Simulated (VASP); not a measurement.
# BaF2 (Fm-3m) in VASP: a series of runs

The runs below take BaF2 through single point, with PBE, PBE0, PBE-based global hybrid with 10 % exact exchange, r2SCAN0.

All numbers are computed with VASP 6.6.1; they aren't measurements. Logs are shortened: lines on timing, memory, paths and dates and some standing lists are left out, and cuts for length are marked.

## Step 1: The cell of the first run

The structure is cubic, space group Fm-3m (No. 225). Conventional cell: a = 6.200 Å, b = 6.200 Å, c = 6.200 Å, α = 90.00°, β = 90.00°, γ = 90.00°. Within 3.5 Å of Ba (site symmetry m-3m) lie 8 F at 2.68 Å. Within 3.5 Å of F (site symmetry -43m) lie 4 Ba at 2.68 Å and 6 F at 3.10 Å.

## Step 2: Single point, PBE

INCAR

```
PREC = Accurate
ENCUT = 600
EDIFF = 1E-6
ISMEAR = 0
SIGMA = 0.05
LREAL = False
LASPH = True
NELM = 120
ALGO = Normal
ISIF = 2
LWAVE = False
LCHARG = True
GGA = PE
LELF = True
LVHAR = True
NBANDS = 19
GGA_COMPAT = False
```

KPOINTS

```
Automatic mesh
0
Gamma
  4 4 4
```

POSCAR

```
BaF2
1.0
    0.0000000000      3.1000485598      3.1000485598
    3.1000485598      0.0000000000      3.1000485598
    3.1000485598      3.1000485598      0.0000000000
Ba F
1 2
Direct
    0.0000000000      0.0000000000      0.0000000000
    0.2500000000      0.2500000000      0.2500000000
    0.7500000000      0.7500000000      0.7500000000
```

Potentials or basis: VASP PAW PBE potentials, release 64 (Ba_sv, F).

Launch:

```bash
cat potpaw_PBE.64/Ba_sv/POTCAR potpaw_PBE.64/F/POTCAR > POTCAR
mpirun -np 1 vasp_std > vasp.out
```

OUTCAR:

```text
PREC = Accurate
   ENCUT = 600
   EDIFF = 1E-6
   ISMEAR = 0
   LREAL = False
   LASPH = True
   NELM = 120
   ISIF = 2
   GGA = PE

 ion  position               nearest neighbor table
   1  0.000  0.000  0.000-   3 2.68   2 2.68   3 2.68   2 2.68   3 2.68   3 2.68   2 2.68   2 2.68

   2  0.250  0.250  0.250-   1 2.68   1 2.68   1 2.68   1 2.68
   3  0.750  0.750  0.750-   1 2.68   1 2.68   1 2.68   1 2.68

  LATTYP: Found a face centered cubic cell.
 ALAT       =     6.2000971196

  Lattice vectors:

 A1 = (   0.0000000000,   3.1000485598,   3.1000485598)
 A2 = (   3.1000485598,   0.0000000000,   3.1000485598)
 A3 = (   3.1000485598,   3.1000485598,   0.0000000000)

Analysis of symmetry for initial positions (statically):
=====================================================================
 Subroutine PRICEL returns:
 Original cell was already a primitive cell.

 Routine SETGRP: Setting up the symmetry group for a
 face centered cubic supercell.

 Subroutine GETGRP returns: Found 48 space group operations
 (whereof 48 operations were pure point group operations)
 out of a pool of 48 trial point group operations.

The static configuration has the point symmetry O_h .

Analysis of symmetry for dynamics (positions and initial velocities):
=====================================================================
 Subroutine PRICEL returns:
 Original cell was already a primitive cell.

 Routine SETGRP: Setting up the symmetry group for a
 face centered cubic supercell.

 Subroutine GETGRP returns: Found 48 space group operations
 (whereof 48 operations were pure point group operations)
 out of a pool of 48 trial point group operations.

The dynamic configuration has the point symmetry O_h .

 Subroutine INISYM returns: Found 48 space group operations
 (whereof 48 operations are pure point group operations),
 and found     1 'primitive' translations

----------------------------------------------------------------------------------------

                                     Primitive cell

  volume of cell :      59.5848

  direct lattice vectors                    reciprocal lattice vectors
     0.000000000  3.100048560  3.100048560    -0.161287796  0.161287796  0.161287796
     3.100048560  0.000000000  3.100048560     0.161287796 -0.161287796  0.161287796
     3.100048560  3.100048560  0.000000000     0.161287796  0.161287796 -0.161287796

  length of vectors
     4.384130717  4.384130717  4.384130717     0.279358657  0.279358657  0.279358657

  position of ions in fractional coordinates (direct lattice)
     0.000000000  0.000000000  0.000000000
     0.250000000  0.250000000  0.250000000
     0.750000000  0.750000000  0.750000000

  ion indices of the primitive-cell ions
   primitive index   ion index
                 1           1
                 2           2
                 3           3

----------------------------------------------------------------------------------------

 KPOINTS: Automatic mesh

Automatic generation of k-mesh.
 Grid dimensions read from file:
 generate k-points for:    4    4    4

 Generating k-lattice:

  Cartesian coordinates                     Fractional coordinates (reciprocal lattice)
    -0.040321949  0.040321949  0.040321949     0.250000000  0.000000000  0.000000000
     0.040321949 -0.040321949  0.040321949     0.000000000  0.250000000  0.000000000
     0.040321949  0.040321949 -0.040321949     0.000000000  0.000000000  0.250000000

  Length of vectors
     0.069839664  0.069839664  0.069839664

  Shift w.r.t. Gamma in fractional coordinates (k-lattice)
     0.000000000  0.000000000  0.000000000

 Subroutine IBZKPT returns following result:
 ===========================================

 Found      8 irreducible k-points:

 Following reciprocal coordinates:
            Coordinates               Weight
  0.000000  0.000000  0.000000      1.000000
  0.250000  0.000000  0.000000      8.000000
  0.500000  0.000000  0.000000      4.000000
  0.250000  0.250000  0.000000      6.000000
  0.500000  0.250000  0.000000     24.000000
 -0.250000  0.250000  0.000000     12.000000
  0.500000  0.500000  0.000000      3.000000
 -0.250000  0.500000  0.250000      6.000000
   k-points           NKPTS =      8   k-points in BZ     NKDIM =      8   number of bands    NBANDS=     19
   number of dos      NEDOS =    301   number of ions     NIONS =      3
   total plane-waves  NPLWV =  46656
   dimension x,y,z NGX =    36 NGY =   36 NGZ =   36
   dimension x,y,z NGXF=    72 NGYF=   72 NGZF=   72
   ions per type =               1   2
   NGX,Y,Z   is equivalent  to a cutoff of  13.65, 13.65, 13.65 a.u.
   NGXF,Y,Z  is equivalent  to a cutoff of  27.30, 27.30, 27.30 a.u.
 SYSTEM =  unknown system
   PREC   = accura    normal or accurate (medium, high low for compatibility)
   ISTART =      0    job   : 0-new  1-cont  2-samecut
   ICHARG =      2    charge: 1-file 2-atom 10-const
   ISPIN  =      1    spin polarized calculation?
   LNONCOLLINEAR =      F non collinear calculations
   LSORBIT =      F    spin-orbit coupling
   LASPH  =      T    aspherical Exc in radial PAW
   ENCUT  =  600.0 eV  44.10 Ry    6.64 a.u.   8.76  8.76  8.76*2*pi/ulx,y,z
   NELM   =    120;   NELMIN=  2; NELMDL= -5     # of ELM steps
   EDIFF  = 0.1E-05   stopping-criterion for ELM
   LREAL  =      F    real-space projection
[... 7 lines left out ...]
   TEBEG  =    0.0;   TEEND  =   0.0 temperature during run
   PSTRESS=    0.0 pullay stress
   NELECT =      24.0000    total number of electrons
   NUPDOWN=      -1.0000    fix difference up-down
   EMIN   =  10.00;   EMAX   =-10.00  energy-range for DOS
   EFERMI =   0.00;   METHOD = LEGACY
   ISMEAR =     0;   SIGMA  =   0.05  broadening in eV -4-tet -1-fermi 0-gaus
   EFERMI_NEDOS =   21; number of points for ismear=-14 and -15
   IALGO  =     38    algorithm
   IMIX   =      4    mixing-type and parameters
     AMIX     =   0.40;   BMIX     =  1.00
     AMIX_MAG =   1.60;   BMIX_MAG =  1.00
  volume/ion in A,a.u.               =      19.86       134.03
  Fermi-wavevector in a.u.,A,eV,Ry     =   1.209020  2.284716 19.888029  1.461729
  Thomas-Fermi vector in A             =   2.344610
   LORBIT       =      0    0 simple, 1 ext, 2 COOP (PROOUT), +10 PAW based schemes
   GGA     = PE    functional components
   LHFCALC =     F    Hartree Fock is set to
   AEXX    =    0.0000 exact exchange contribution
   IVDW    =     0    specifies the selected vdW correction
   LEPSILON=     F    determine dielectric tensor
   LRPA    =     F    only Hartree local field effects (RPA)
 non-spin polarized calculation
 Gauss-broadening in eV      SIGMA  =   0.05
  energy-cutoff  :      600.00
  volume of cell :       59.58
 maximum number of plane-waves:      2012
   NGX = 17   NGY = 17   NGZ = 17

 number of electron      24.0000002 magnetization

 Free energy of the ion-electron system (eV)
  ---------------------------------------------------
  ext. energy  EPLUGINS =         0.00000000
  ---------------------------------------------------
  free energy    TOTEN  =       -17.11259091 eV

  energy without entropy =      -17.11259091  energy(sigma->0) =      -17.11259091

 E-fermi :  -1.7633     XC(G=0):  -8.7007

 val. band max:       -2.0723895034   @ k =  -0.2500   0.2500   0.0000
 cond. band min:       4.6916124996   @ k =   0.0000   0.0000   0.0000
 fundamental gap:      6.7640020030
 Fermi energy:        -1.7633242157

 k-point     1 :       0.0000    0.0000    0.0000
  band No.  band energies     occupation
      1     -25.1716      2.00000
      2     -21.0053      2.00000
      3     -20.9569      2.00000
      4     -10.0091      2.00000
      5     -10.0091      2.00000
      6     -10.0091      2.00000
[... 11 lines left out ...]
     18       9.3134      0.00000
     19      13.3727      0.00000

 k-point     2 :       0.2500    0.0000    0.0000
  band No.  band energies     occupation
      1     -25.0691      2.00000
      2     -21.1007      2.00000
      3     -21.0413      2.00000
      4     -10.0984      2.00000
      5     -10.0903      2.00000
      6     -10.0903      2.00000
[... 11 lines left out ...]
     18       9.3770      0.00000
     19      11.6902      0.00000

 k-point     3 :       0.5000    0.0000    0.0000
  band No.  band energies     occupation
      1     -24.9586      2.00000
      2     -21.2479      2.00000
      3     -21.0828      2.00000
      4     -10.1705      2.00000
      5     -10.1673      2.00000
      6     -10.1673      2.00000
[... 11 lines left out ...]
     18       9.5038      0.00000
     19      11.8248      0.00000

 k-point     4 :       0.2500    0.2500    0.0000
  band No.  band energies     occupation
      1     -25.0341      2.00000
      2     -21.1335      2.00000
      3     -21.0680      2.00000
      4     -10.2124      2.00000
      5     -10.2124      2.00000
      6      -9.9342      2.00000
[... 11 lines left out ...]
     18       9.5386      0.00000
     19      13.4055      0.00000

 k-point     5 :       0.5000    0.2500    0.0000
  band No.  band energies     occupation
      1     -24.9220      2.00000
      2     -21.2448      2.00000
      3     -21.1465      2.00000
      4     -10.2908      2.00000
      5     -10.2868      2.00000
      6     -10.0083      2.00000
[... 11 lines left out ...]
     18      10.5267      0.00000
     19      11.8801      0.00000

 k-point     6 :      -0.2500    0.2500    0.0000
  band No.  band energies     occupation
      1     -24.9599      2.00000
      2     -21.1798      2.00000
      3     -21.1489      2.00000
      4     -10.1854      2.00000
      5     -10.1699      2.00000
      6     -10.1594      2.00000
[... 11 lines left out ...]
     18      10.2430      0.00000
     19      12.1660      0.00000

 k-point     7 :       0.5000    0.5000    0.0000
  band No.  band energies     occupation
      1     -24.8835      2.00000
      2     -21.3227      2.00000
      3     -21.1293      2.00000
      4     -10.3995      2.00000
      5     -10.3995      2.00000
      6      -9.8487      2.00000
[... 11 lines left out ...]
     18      10.8309      0.00000
     19      12.8154      0.00000

 k-point     8 :      -0.2500    0.5000    0.2500
  band No.  band energies     occupation
      1     -24.8834      2.00000
      2     -21.2277      2.00000
      3     -21.2277      2.00000
      4     -10.4159      2.00000
      5     -10.1230      2.00000
      6     -10.1230      2.00000
[... 11 lines left out ...]
     18      12.6122      0.00000
     19      12.9095      0.00000

------------------------ aborting loop because EDIFF is reached ----------------------------------------

  FORCE on cell =-STRESS in cart. coord.  units (eV):
  Direction    XX          YY          ZZ          XY          YZ          ZX
  --------------------------------------------------------------------------------------
  -------------------------------------------------------------------------------------
  Total        0.8470937      0.8470937      0.8470937      0.0000000     -0.0000000      0.0000000
  in kB       22.7775247     22.7775247     22.7775247      0.0000000     -0.0000000      0.0000000
  external PRESSURE =      22.7775247 kB  Pullay stress =       0.0000000 kB

 VOLUME and BASIS-vectors are now :
 -----------------------------------------------------------------------------
  energy-cutoff  :      600.00
  volume of cell :       59.58
      direct lattice vectors                 reciprocal lattice vectors
     0.000000000  3.100048560  3.100048560    -0.161287796  0.161287796  0.161287796
     3.100048560  0.000000000  3.100048560     0.161287796 -0.161287796  0.161287796
     3.100048560  3.100048560  0.000000000     0.161287796  0.161287796 -0.161287796

 POSITION                                       TOTAL-FORCE (eV/Angst)
 -----------------------------------------------------------------------------------
      0.00000      0.00000      0.00000         0.000000     -0.000000      0.000000
      1.55002      1.55002      1.55002         0.000000      0.000000     -0.000000
      4.65007      4.65007      4.65007        -0.000000     -0.000000      0.000000
 -----------------------------------------------------------------------------------
    total drift:                                0.000000      0.000000      0.000000

  FREE ENERGIE OF THE ION-ELECTRON SYSTEM (eV)
  ---------------------------------------------------
  free  energy   TOTEN  =       -17.1125909140 eV

  energy  without entropy=      -17.1125909140  energy(sigma->0) =      -17.11259091
```

It took 14 s on 1 thread of Intel Xeon Platinum 8259CL at 2.50GHz (Skylake/Cascade Lake), shared host; peak memory 0.2 GiB.

What came out:

```yaml
Free_energy: -17.1126 eV
Pressure: 2.3 GPa
Band_gap_on_the_k_mesh: 6.76 eV (least direct gap 6.84 eV)
```

Caveat: the k points lie up to 0.44 Å⁻¹ apart; spin-orbit coupling is left out, which moves the levels of the heavy elements. A k mesh can miss the band edges.

(Continued in part 2 of 2.)
